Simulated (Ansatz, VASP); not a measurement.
## BeCd3Te4 in VASP and in Ansatz

```
CELL_PARAMETERS angstrom
8.97812 0.00000 0.00000
0.00000 7.77112 0.00000
0.00000 0.00000 7.39420
ATOMIC_POSITIONS crystal
Be 0.50000 0.17138 0.49716
Be 0.00000 0.82862 0.99716
Cd 0.75214 0.32922 0.00144
Cd 0.24786 0.32922 0.00144
Cd 0.00000 0.15356 0.49861
Cd 0.25214 0.67078 0.50144
Cd 0.74786 0.67078 0.50144
Cd 0.50000 0.84644 0.99861
Te 0.00000 0.12729 0.88548
Te 0.50000 0.17722 0.83153
Te 0.27339 0.31965 0.38717
Te 0.72661 0.31965 0.38717
Te 0.50000 0.87271 0.38548
Te 0.00000 0.82278 0.33153
Te 0.77339 0.68035 0.88717
Te 0.22661 0.68035 0.88717
```

Alike in both runs: functional PBE; k mesh 4 × 4 × 4; occupations gaussian, width 0.02 eV; no spin polarisation.

Ansatz relaxed the structure, and its values are those at the end. VASP's run is a single point on that final structure, the one shown.

|  | VASP | Ansatz |
| --- | --- | --- |
| version | VASP 6.6.1 | Ansatz 0.2.0 |
| potentials or method | VASP PAW PBE potentials, release 64 (Be, Cd, Te), cutoff 520 eV | scalar-relativistic, plane waves, PAW |
| valence electrons in the cell | 124 | 252 |

|  | VASP | Ansatz | Ansatz less VASP |
| --- | --- | --- | --- |
| gap on the k mesh at the Fermi level (eV) | 1.08 | 1.08 | +0.001 |
| least direct gap on the mesh (eV) | 1.08 | 1.08 | +0.001 |
| pressure (GPa) | 0.1 | 0.0 | -0.11 |
| rms of the force components (eV/Å) | 0.005 | 0.003 | -0.0016 |

VASP's potentials hold 124 valence electrons a cell and Ansatz's 252, so a difference there can come from the potentials and not from the codes.

Spin-orbit coupling is off throughout.
